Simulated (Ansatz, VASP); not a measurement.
# ZnS: VASP beside Ansatz

POSCAR

```
ZnS
1.0
    3.8815598613      0.0000000000      0.0000000000
   -1.9407799307      3.3615294462      0.0000000000
    0.0000000000      0.0000000000      6.1720007316
Zn S
2 2
Direct
    0.3333333333      0.6666666667     -0.0024082538
    0.6666666667      0.3333333333      0.4975917462
    0.3333333333      0.6666666667      0.3774082538
    0.6666666667      0.3333333333      0.8774082538
```

File INCAR.step1:

```
PREC     = Accurate       # precision mode
ENCUT    = 520            # plane-wave cutoff, eV
ISMEAR   = 0              # smearing method
SIGMA    = 0.01           # smearing width, eV
LREAL    = False          # projectors in reciprocal space
LASPH    = True           # aspherical terms in the spheres
NELM     = 100            # most SCF steps
NBANDS   = 26             # bands
GGA      = PE             # functional
ALGO     = Normal         # electronic algorithm
EDIFF    = 1E-4           # SCF threshold, eV
LWAVE    = True           # write WAVECAR
LCHARG   = False          # write CHGCAR
```

INCAR.step2

```
PREC     = Accurate       # precision mode
ENCUT    = 520            # plane-wave cutoff, eV
EDIFF    = 1E-6           # SCF threshold, eV
ISMEAR   = 0              # smearing method
SIGMA    = 0.01           # smearing width, eV
LREAL    = False          # projectors in reciprocal space
LASPH    = True           # aspherical terms in the spheres
NELM     = 100            # most SCF steps
ALGO     = Normal         # electronic algorithm
ISIF     = 2              # what is computed and relaxed
LWAVE    = False          # write WAVECAR
LCHARG   = False          # write CHGCAR
METAGGA  = R2SCAN         # meta-GGA
LMIXTAU  = True         
NBANDS   = 26             # bands
ISTART   = 1
```

KPOINTS

```
Automatic mesh
0
Gamma
  12 12 4
```

Input for Ansatz:

```yaml
crystal:
  lattice:
    - [3.8815598613, 0.0, 0.0]
    - [-1.9407799307, 3.3615294462, 0.0]
    - [0.0, 0.0, 6.1720007316]
  atoms:
    - { symbol: Zn, position: [0.3333333333, 0.6666666667, -0.0024082538] }
    - { symbol: Zn, position: [0.6666666667, 0.3333333333, 0.4975917462] }
    - { symbol: S, position: [0.3333333333, 0.6666666667, 0.3774082538] }
    - { symbol: S, position: [0.6666666667, 0.3333333333, 0.8774082538] }
kpoints:
  mp_grid: { grid: [12, 12, 4] }
  band_path:
    path:
      - [0.0, 0.0, 0.0]
      - [0.5, 0.0, 0.0]
      - [0.3333333333, 0.3333333333, 0.0]
      - [0.0, 0.0, 0.5]
      - [0.5, 0.0, 0.5]
      - [0.3333333333, 0.3333333333, 0.5]
    npoints: 1
hamiltonian:
  xc: r2scan
scf:
  occupations: { method: fixed }
  n_extra_bands: 5
output:
  forces: true
  stress: true
  eigenvalues: true
```

Change from the starting cell: epitaxial_xy strain +2.0%.

Alike in both runs: task single point; functional r2SCAN; k mesh 12 × 12 × 4; no spin polarisation.

```csv
,VASP,Ansatz
version,VASP 6.6.1,Ansatz 0.2.0
potentials or method,"VASP PAW PBE potentials, release 64 (Zn, S)","plane waves, PAW"
plane-wave cutoff (eV),520,500
occupations,"gaussian, width 0.01 eV",fixed
valence electrons in the cell,36,36
```

|  | VASP | Ansatz | Ansatz less VASP |
| --- | --- | --- | --- |
| gap on the k mesh at the Fermi level (eV) | 2.67 | 2.66 | -0.006 |
| pressure (GPa) | -1.9 | -2.0 | -0.06 |
| traceless stress, the component that is largest in VASP (GPa) | 2.07 | 2.01 | -0.062 |
| rms of the force components (eV/Å) | 0.004 | 0.000 | -0.0039 |

VASP's potentials were made for PBE, not for r2SCAN. Atom by atom the forces differ by 0.004 eV/Å (rms over components).
